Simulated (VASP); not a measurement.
# YN (Fm-3m) in VASP: further runs

YN is run at these levels: LDA; tasks: single point.

Everything below comes from runs of VASP 6.6.1. Logs are shortened: lines on timing, memory, paths and dates and some standing lists are left out, and cuts for length are marked.

## (1) The cell of the first run

Symmetry: Fm-3m, No. 225, cubic system. The conventional cell has a = 4.820 Å, b = 4.820 Å, c = 4.820 Å, α = 90.00°, β = 90.00°, γ = 90.00°. Within 3.2 Å of Y (site symmetry m-3m) lie 6 N at 2.41 Å. Within 3.2 Å of N (site symmetry m-3m) lie 6 Y at 2.41 Å.

## (2) Single point, LDA

Contents of INCAR:

```
PREC = Accurate
ENCUT = 600
EDIFF = 1E-6
ISMEAR = 0
SIGMA = 0.01
LREAL = False
LASPH = True
NELM = 120
ALGO = Normal
ISIF = 2
LWAVE = False
LCHARG = False
NBANDS = 15
GGA_COMPAT = False
```

Contents of KPOINTS:

```
regular mesh
0
Gamma
  10 10 10
```

Contents of POSCAR:

```
YN
1.0
    0.0000000000      2.4101621133      2.4101621133
    2.4101621133      0.0000000000      2.4101621133
    2.4101621133      2.4101621133      0.0000000000
Y N
1 1
Direct
    0.0000000000      0.0000000000      0.0000000000
    0.5000000000      0.5000000000      0.5000000000
```

Potentials or basis: VASP PAW LDA potentials, release 64 (Y_sv, N).

The run is started by

```bash
$ cat potpaw_LDA.64/Y_sv/POTCAR potpaw_LDA.64/N/POTCAR > POTCAR
$ mpirun -np 1 vasp_std > vasp.out
```

OUTCAR:

```text
PREC = Accurate
   ENCUT = 600
   EDIFF = 1E-6
   ISMEAR = 0
   LREAL = False
   LASPH = True
   NELM = 120
   ISIF = 2

 ion  position               nearest neighbor table
   1  0.000  0.000  0.000-   2 2.41   2 2.41   2 2.41   2 2.41   2 2.41   2 2.41
   2  0.500  0.500  0.500-   1 2.41   1 2.41   1 2.41   1 2.41   1 2.41   1 2.41

  LATTYP: Found a face centered cubic cell.
 ALAT       =     4.8203242266

  Lattice vectors:

 A1 = (   0.0000000000,   2.4101621133,   2.4101621133)
 A2 = (   2.4101621133,   0.0000000000,   2.4101621133)
 A3 = (   2.4101621133,   2.4101621133,   0.0000000000)

Analysis of symmetry for initial positions (statically):
=====================================================================
 Subroutine PRICEL returns:
 Original cell was already a primitive cell.

 Routine SETGRP: Setting up the symmetry group for a
 face centered cubic supercell.

 Subroutine GETGRP returns: Found 48 space group operations
 (whereof 48 operations were pure point group operations)
 out of a pool of 48 trial point group operations.

The static configuration has the point symmetry O_h .

Analysis of symmetry for dynamics (positions and initial velocities):
=====================================================================
 Subroutine PRICEL returns:
 Original cell was already a primitive cell.

 Routine SETGRP: Setting up the symmetry group for a
 face centered cubic supercell.

 Subroutine GETGRP returns: Found 48 space group operations
 (whereof 48 operations were pure point group operations)
 out of a pool of 48 trial point group operations.

The dynamic configuration has the point symmetry O_h .

 Subroutine INISYM returns: Found 48 space group operations
 (whereof 48 operations are pure point group operations),
 and found     1 'primitive' translations

----------------------------------------------------------------------------------------

                                     Primitive cell

  volume of cell :      28.0007

  direct lattice vectors                    reciprocal lattice vectors
     0.000000000  2.410162113  2.410162113    -0.207454925  0.207454925  0.207454925
     2.410162113  0.000000000  2.410162113     0.207454925 -0.207454925  0.207454925
     2.410162113  2.410162113  0.000000000     0.207454925  0.207454925 -0.207454925

  length of vectors
     3.408483948  3.408483948  3.408483948     0.359322470  0.359322470  0.359322470

  position of ions in fractional coordinates (direct lattice)
     0.000000000  0.000000000  0.000000000
     0.500000000  0.500000000  0.500000000

  ion indices of the primitive-cell ions
   primitive index   ion index
                 1           1
                 2           2

----------------------------------------------------------------------------------------

 KPOINTS: regular mesh

Automatic generation of k-mesh.
 Grid dimensions read from file:
 generate k-points for:   10   10   10

 Generating k-lattice:

  Cartesian coordinates                     Fractional coordinates (reciprocal lattice)
    -0.020745492  0.020745492  0.020745492     0.100000000  0.000000000  0.000000000
     0.020745492 -0.020745492  0.020745492     0.000000000  0.100000000  0.000000000
     0.020745492  0.020745492 -0.020745492     0.000000000  0.000000000  0.100000000

  Length of vectors
     0.035932247  0.035932247  0.035932247

  Shift w.r.t. Gamma in fractional coordinates (k-lattice)
     0.000000000  0.000000000  0.000000000

 Subroutine IBZKPT returns following result:
 ===========================================

 Found     47 irreducible k-points:

 Following reciprocal coordinates:
            Coordinates               Weight
  0.000000  0.000000  0.000000      1.000000
  0.100000  0.000000  0.000000      8.000000
  0.200000  0.000000  0.000000      8.000000
  0.300000  0.000000  0.000000      8.000000
  0.400000  0.000000  0.000000      8.000000
  0.500000  0.000000  0.000000      4.000000
[... 16 lines left out ...]
  0.300000  0.300000  0.000000      6.000000
  0.400000  0.300000  0.000000     24.000000
 [... further k-points ...]
   k-points           NKPTS =     47   k-points in BZ     NKDIM =     47   number of bands    NBANDS=     15
   number of dos      NEDOS =    301   number of ions     NIONS =      2
   total plane-waves  NPLWV =  21952
   dimension x,y,z NGX =    28 NGY =   28 NGZ =   28
   dimension x,y,z NGXF=    56 NGYF=   56 NGZF=   56
   ions per type =               1   1
   NGX,Y,Z   is equivalent  to a cutoff of  13.66, 13.66, 13.66 a.u.
   NGXF,Y,Z  is equivalent  to a cutoff of  27.31, 27.31, 27.31 a.u.
 SYSTEM =  unknown system
   PREC   = accura    normal or accurate (medium, high low for compatibility)
   ISTART =      0    job   : 0-new  1-cont  2-samecut
   ICHARG =      2    charge: 1-file 2-atom 10-const
   ISPIN  =      1    spin polarized calculation?
   LNONCOLLINEAR =      F non collinear calculations
   LSORBIT =      F    spin-orbit coupling
   LASPH  =      T    aspherical Exc in radial PAW
   ENCUT  =  600.0 eV  44.10 Ry    6.64 a.u.   6.81  6.81  6.81*2*pi/ulx,y,z
   NELM   =    120;   NELMIN=  2; NELMDL= -5     # of ELM steps
   EDIFF  = 0.1E-05   stopping-criterion for ELM
   LREAL  =      F    real-space projection
   EDIFFG = 0.1E-04   stopping-criterion for IOM
   NSW    =      0    number of steps for IOM
   IBRION =     -1    ionic relax: 0-MD 1-quasi-New 2-CG
   NFREE  =      0    steps in history (QN), initial steepest desc. (CG)
   ISIF   =      2    stress and relaxation
   ISYM   =      2    0-nonsym 1-usesym 2-fastsym
   POTIM  = 0.5000    time-step for ionic-motion
   TEBEG  =    0.0;   TEEND  =   0.0 temperature during run
   PSTRESS=    0.0 pullay stress
   NELECT =      16.0000    total number of electrons
   NUPDOWN=      -1.0000    fix difference up-down
   EMIN   =  10.00;   EMAX   =-10.00  energy-range for DOS
   EFERMI =   0.00;   METHOD = LEGACY
   ISMEAR =     0;   SIGMA  =   0.01  broadening in eV -4-tet -1-fermi 0-gaus
   EFERMI_NEDOS =   21; number of points for ismear=-14 and -15
   IALGO  =     38    algorithm
   IMIX   =      4    mixing-type and parameters
     AMIX     =   0.40;   BMIX     =  1.00
     AMIX_MAG =   1.60;   BMIX_MAG =  1.00
  volume/ion in A,a.u.               =      14.00        94.48
  Fermi-wavevector in a.u.,A,eV,Ry     =   1.358497  2.567186 25.109731  1.845513
  Thomas-Fermi vector in A             =   2.485325
   LORBIT       =      0    0 simple, 1 ext, 2 COOP (PROOUT), +10 PAW based schemes
   GGA     = CA    functional components
   LHFCALC =     F    Hartree Fock is set to
   AEXX    =    0.0000 exact exchange contribution
   IVDW    =     0    specifies the selected vdW correction
   LEPSILON=     F    determine dielectric tensor
   LRPA    =     F    only Hartree local field effects (RPA)
 non-spin polarized calculation
 Gauss-broadening in eV      SIGMA  =   0.01
  energy-cutoff  :      600.00
  volume of cell :       28.00
 maximum number of plane-waves:       951
   NGX = 13   NGY = 13   NGZ = 13

 number of electron      16.0000000 magnetization

 Free energy of the ion-electron system (eV)
  ---------------------------------------------------
  ext. energy  EPLUGINS =         0.00000000
  ---------------------------------------------------
  free energy    TOTEN  =       -19.88729909 eV

  energy without entropy =      -19.88727213  energy(sigma->0) =      -19.88728561

 E-fermi :   4.2006     XC(G=0): -11.7918

 val. band max:        4.1958547302   @ k =   0.0000   0.0000   0.0000
 cond. band min:       4.2054040654   @ k =   0.5000   0.5000   0.0000
 fundamental gap:      0.0095493352
 Fermi energy:         4.2006292867

 k-point     1 :       0.0000    0.0000    0.0000
  band No.  band energies     occupation
      1     -36.1678      2.00000
      2     -15.8952      2.00000
      3     -15.8952      2.00000
      4     -15.8952      2.00000
      5      -8.6089      2.00000
      6       4.1959      1.50053
      7       4.1959      1.50047
      8       4.1959      1.50047
      9       7.3090      0.00000
     10       7.3090      0.00000
     11       7.3090      0.00000
     12       8.7380      0.00000
     13       9.4405      0.00000
     14       9.4405      0.00000
     15      15.0723      0.00000

 k-point     2 :       0.1000    0.0000    0.0000
  band No.  band energies     occupation
      1     -36.1537      2.00000
      2     -16.0467      2.00000
      3     -15.9047      2.00000
      4     -15.9047      2.00000
      5      -8.4052      2.00000
      6       3.5574      2.00000
      7       3.8302      2.00000
      8       3.8302      2.00000
      9       7.4003      0.00000
     10       7.5696      0.00000
     11       7.5696      0.00000
     12       9.3045      0.00000
     13       9.9817      0.00000
     14       9.9817      0.00000
     15      15.7610      0.00000

 k-point     3 :       0.2000    0.0000    0.0000
  band No.  band energies     occupation
      1     -36.1165      2.00000
      2     -16.4139      2.00000
      3     -15.9292      2.00000
      4     -15.9292      2.00000
      5      -7.8920      2.00000
      6       2.3123      2.00000
      7       3.0971      2.00000
      8       3.0971      2.00000
      9       7.6515      0.00000
     10       8.2612      0.00000
     11       8.2612      0.00000
     12      10.5093      0.00000
     13      11.2686      0.00000
     14      11.2686      0.00000
     15      17.4143      0.00000

 k-point     4 :       0.3000    0.0000    0.0000
  band No.  band energies     occupation
      1     -36.0700      2.00000
      2     -16.8227      2.00000
      3     -15.9592      2.00000
      4     -15.9592      2.00000
      5      -7.2769      2.00000
      6       1.1139      2.00000
      7       2.4163      2.00000
      8       2.4163      2.00000
      9       8.2448      0.00000
     10       9.2533      0.00000
     11       9.2533      0.00000
     12      11.5664      0.00000
     13      12.7936      0.00000
     14      12.7936      0.00000
     15      18.5872      0.00000
[... 307 lines left out ...]
 k-point    22 :      -0.2000    0.2000    0.0000
  band No.  band energies     occupation
      1     -36.0542      2.00000
      2     -16.7482      2.00000
      3     -16.1990      2.00000
      4     -15.9431      2.00000
      5      -7.2925      2.00000
      6       1.0803      2.00000
      7       2.1923      2.00000
      8       2.9563      2.00000
      9       8.0991      0.00000
     10       8.7647      0.00000
     11      10.2613      0.00000
     12      10.7111      0.00000
     13      13.0163      0.00000
     14      13.9280      0.00000
     15      19.0105      0.00000

 k-point    23 :       0.3000    0.3000    0.0000
  band No.  band energies     occupation
      1     -36.0386      2.00000
      2     -16.6659      2.00000
      3     -16.1508      2.00000
      4     -16.1508      2.00000
      5      -7.7735      2.00000
      6       1.5394      2.00000
      7       3.6943      2.00000
      8       3.6943      2.00000
      9       4.9926      0.00000
     10      10.5351      0.00000
     11      10.5515      0.00000
     12      11.0308      0.00000
     13      11.0308      0.00000
     14      14.8169      0.00000
     15      20.3689      0.00000

 k-point    24 :       0.4000    0.3000    0.0000
  band No.  band energies     occupation
      1     -36.0089      2.00000
      2     -16.7954      2.00000
      3     -16.2304      2.00000
      4     -16.1898      2.00000
      5      -7.7729      2.00000
      6       1.7874      2.00000
      7       3.2139      2.00000
      8       3.5036      2.00000
      9       5.2321      0.00000
     10      11.1926      0.00000
     11      11.2417      0.00000
     12      11.6353      0.00000
     13      11.6629      0.00000
     14      14.9806      0.00000
     15      18.2440      0.00000

 [... further k-points ...]

------------------------ aborting loop because EDIFF is reached ----------------------------------------

  FORCE on cell =-STRESS in cart. coord.  units (eV):
  Direction    XX          YY          ZZ          XY          YZ          ZX
  --------------------------------------------------------------------------------------
  -------------------------------------------------------------------------------------
  Total        0.0210945      0.0210945      0.0210945      0.0000000      0.0000000     -0.0000000
  in kB        1.2070106      1.2070106      1.2070106      0.0000000      0.0000000     -0.0000000
  external PRESSURE =       1.2070106 kB  Pullay stress =       0.0000000 kB

 VOLUME and BASIS-vectors are now :
 -----------------------------------------------------------------------------
  energy-cutoff  :      600.00
  volume of cell :       28.00
      direct lattice vectors                 reciprocal lattice vectors
     0.000000000  2.410162113  2.410162113    -0.207454925  0.207454925  0.207454925
     2.410162113  0.000000000  2.410162113     0.207454925 -0.207454925  0.207454925
     2.410162113  2.410162113  0.000000000     0.207454925  0.207454925 -0.207454925

 POSITION                                       TOTAL-FORCE (eV/Angst)
 -----------------------------------------------------------------------------------
      0.00000      0.00000      0.00000         0.000000     -0.000000      0.000000
      2.41016      2.41016      2.41016        -0.000000      0.000000     -0.000000
 -----------------------------------------------------------------------------------
    total drift:                                0.000000      0.000000      0.000000

  FREE ENERGIE OF THE ION-ELECTRON SYSTEM (eV)
  ---------------------------------------------------
  free  energy   TOTEN  =       -19.8872990851 eV

  energy  without entropy=      -19.8872721348  energy(sigma->0) =      -19.88728561
```

Run time: 52 s. Hardware: 1 thread of Intel Xeon 8259CL, shared host; peak memory 0.17 GiB.

Results:

```yaml
Free_energy: -19.8873 eV
Pressure: 0.1 GPa
Band_gap_on_the_k_mesh: 0.01 eV (least direct gap 0.36 eV)
```

Levels at points of the mesh, in eV from the valence-band top:
```
           k point  band 5  band 6  band 7  band 8  band 9  band 10  band 11  band 12
(0.00, 0.00, 0.00)  -12.80    0.00    0.00    0.00    3.11     3.11     3.11     4.54
(0.50, 0.00, 0.00)  -10.77   -4.25   -2.39   -2.39    5.87     6.58     6.58     6.96
(0.50, 0.50, 0.00)  -12.37   -1.39   -0.35   -0.35    0.01     7.11     7.70     8.24
```

Caveat: semilocal functionals underestimate gaps, and a narrow one can read as zero.

## (3) Single point, LDA

Contents of INCAR:

```
SYSTEM = YN
ALGO = Normal
EDIFF = 1E-6
ENCUT = 600
GGA_COMPAT = .False.
ISIF = 2
ISMEAR = 0
LASPH = .True.
LCHARG = .False.
LREAL = .False.
LWAVE = .False.
NBANDS = 15
NELM = 120
PREC = Accurate
SIGMA = 0.1
```

Contents of KPOINTS:

```
k-points
0
Gamma
  12 12 12
  0 0 0
```

Contents of POSCAR:

```
YN
1.0
    0.0000000000      2.4100020471      2.4100020471
    2.4100020471      0.0000000000      2.4100020471
    2.4100020471      2.4100020471      0.0000000000
Y N
1 1
Direct
    0.0000000000      0.0000000000      0.0000000000
    0.5000000000      0.5000000000      0.5000000000
```

Potentials or basis: VASP PAW LDA potentials, release 64 (Y_sv, N).

The run is started by

```bash
$ cat potpaw_LDA.64/Y_sv/POTCAR potpaw_LDA.64/N/POTCAR > POTCAR
$ mpirun -np 1 vasp_std > vasp.out
```

Wall time 72 s (1 thread of Intel Xeon 8259CL, shared host); peak memory 0.19 GiB.

The run converged. Its results:

* Free energy: -19.8882 eV
* Pressure: 0.1 GPa
* Band gap on the k mesh: 0.01 eV (least direct gap 0.36 eV)

Levels at points of the mesh, in eV from the valence-band top:
```csv
k point,band 6,band 7,band 8,band 9,band 10,band 11
"(0.00, 0.00, 0.00)",0.00,0.00,0.00,3.12,3.12,3.12
"(0.50, 0.00, 0.00)",-4.25,-2.39,-2.39,5.87,6.58,6.58
"(0.50, 0.50, 0.00)",-1.39,-0.35,-0.35,0.01,7.11,7.71
```

Caveat: semilocal functionals underestimate gaps, and a narrow one can read as zero. A k mesh can miss the band edges.
